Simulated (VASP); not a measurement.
Runs of VASP 6.6.1 on Cd3HgSe4. The structure is cubic, space group P-43m (No. 215). The conventional cell has a = 6.212 Å, b = 6.212 Å, c = 6.212 Å, α = 90.00°, β = 90.00°, γ = 90.00°. Cd (site symmetry -42m) has 4 Se at 2.68 Å within 3.5 Å. Within 3.6 Å of Hg (site symmetry -43m) lie 4 Se at 2.71 Å. Within 3.5 Å of Se (site symmetry 3m) lie 3 Cd at 2.68 Å and 1 Hg at 2.71 Å. 

```tsv
level	potentials or basis	k mesh	smearing	gap on the mesh (eV)	pressure (GPa)
PBE	VASP PAW PBE potentials, release 64 (Cd, Hg, Se)	6 × 6 × 6	gaussian 0.01 eV	0.09	0.2
PBE	VASP PAW PBE potentials, release 64 (Cd, Hg, Se)	4 × 4 × 4	gaussian 0.1 eV	0.09	0.2
PBE	VASP PAW PBE potentials, release 64 (Cd, Hg, Se)	4 × 4 × 4	gaussian 0.2 eV	-	(a)
LDA	VASP PAW LDA potentials, release 64 (Cd, Hg, Se)	6 × 6 × 6	gaussian 0.01 eV	none	-4.0
```

Alike in all rows: task single point; no spin polarisation; cell as given; cutoff (eV) 520.

Problem. Estimate the missing entries.

Solution. (a) 0.3.

Caveats: spin-orbit coupling is left out, which moves the levels of the heavy elements.

A k mesh can miss the band edges, and the runs leave out spin-orbit coupling on Cd, Hg, Se.

A gap of «none» marks levels without a gap at the run's occupations.
